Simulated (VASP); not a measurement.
CaB15N15 (a cell with a defect): single point with PBE

CaB15N15 (a cell with a defect):

```
B Ca N
1.0
    -3.62411    3.62411   -3.62411
     3.62411    3.62411    3.62411
     3.62411   -3.62411   -3.62411
B Ca N
15 1 15
Direct
  0.99521 0.99427 0.94908
  0.01275 0.25843 0.76031
  0.01273 0.50871 0.51002
  0.99518 0.69748 0.24584
  0.25937 0.01179 0.76031
  0.25938 0.50874 0.26340
  0.24722 0.74963 0.00123
  0.50963 0.01179 0.51001
  0.50964 0.25843 0.26339
  0.50068 0.49975 0.00669
  0.50068 0.75508 0.75134
  0.69850 0.99428 0.24588
  0.75057 0.24626 0.00122
  0.75605 0.49976 0.75136
  0.75057 0.74964 0.49788
  0.15119 0.15024 0.40184
  0.00082 0.24918 0.00886
  0.01010 0.50625 0.75784
  0.00080 0.75726 0.50076
  0.25012 0.99987 0.00887
  0.25747 0.25651 0.78940
  0.25745 0.53779 0.50811
  0.25012 0.75728 0.25147
  0.50716 0.00912 0.75783
  0.53873 0.25651 0.50812
  0.50717 0.50625 0.26074
  0.49944 0.75025 0.00186
  0.75825 0.99990 0.50080
  0.75822 0.24918 0.25149
  0.75116 0.49846 0.00181
  0.75118 0.75023 0.75008
```

```json
{
  "Program": "VASP 6.6.1",
  "Task": "single point",
  "Functional": "PBE",
  "Potentials or basis": "VASP PAW PBE potentials, release 64 (B, Ca_sv, N)",
  "Cutoff": "520 eV",
  "k mesh": "1 × 1 × 1, shifted",
  "Occupations": "fermi-dirac, width 0.01 eV",
  "Spin": "collinear spin",
  "Fixed moment": "1 μB"
}
```

| Property | Result |
| --- | --- |
| Largest force | 0.105 eV/Å |
| Net moment | 1.00 μB per cell |
| Site moments | B +0.12, +0.01 (each value once); Ca +0.09; N -0.00, +0.00, +0.01 (each value once) μB |
| Valence electrons inside the program's atomic spheres | B 2.11, 2.02, 2.08, 2.04 (each value once); Ca 8.65; N 3.96, 3.98, 4.06 (each value once) |

Forces in eV/Å, atoms in the order of the input:
```
B    0.004 -0.001 -0.006
B    0.009 -0.022  0.015
B    0.010 -0.015  0.021
B    0.006  0.004 -0.001
B   -0.016 -0.022 -0.007
B   -0.018  0.007  0.022
B    0.003  0.009 -0.008
B   -0.022 -0.015 -0.013
B   -0.022  0.009  0.014
B   -0.001  0.023 -0.001
B    0.001  0.001 -0.022
B    0.001  0.000 -0.002
B    0.010  0.007 -0.001
B    0.021 -0.002  0.002
B    0.005  0.005 -0.009
Ca  -0.061 -0.060  0.060
N    0.013  0.017  0.008
N   -0.006 -0.007  0.005
N    0.012 -0.007 -0.018
N   -0.006  0.017 -0.012
N    0.040 -0.012 -0.036
N    0.039  0.038  0.012
N   -0.008  0.010 -0.017
N   -0.005 -0.003  0.003
N   -0.012  0.042 -0.036
N   -0.006 -0.004  0.004
N   -0.020 -0.004  0.005
N    0.016 -0.010 -0.008
N    0.016  0.013  0.010
N   -0.002 -0.002  0.015
N   -0.002 -0.017  0.002
```

It took 2.2 min on 1 thread of Intel(R) Xeon(R) Platinum 8259CL CPU @ 2.50GHz (Skylake/Cascade Lake), with other jobs on the host, peak memory 0.41 GiB.

Caveat: the cell carries a net charge on a neutralising background, which shifts energy and pressure; the total moment is fixed, so each spin has its own Fermi level.
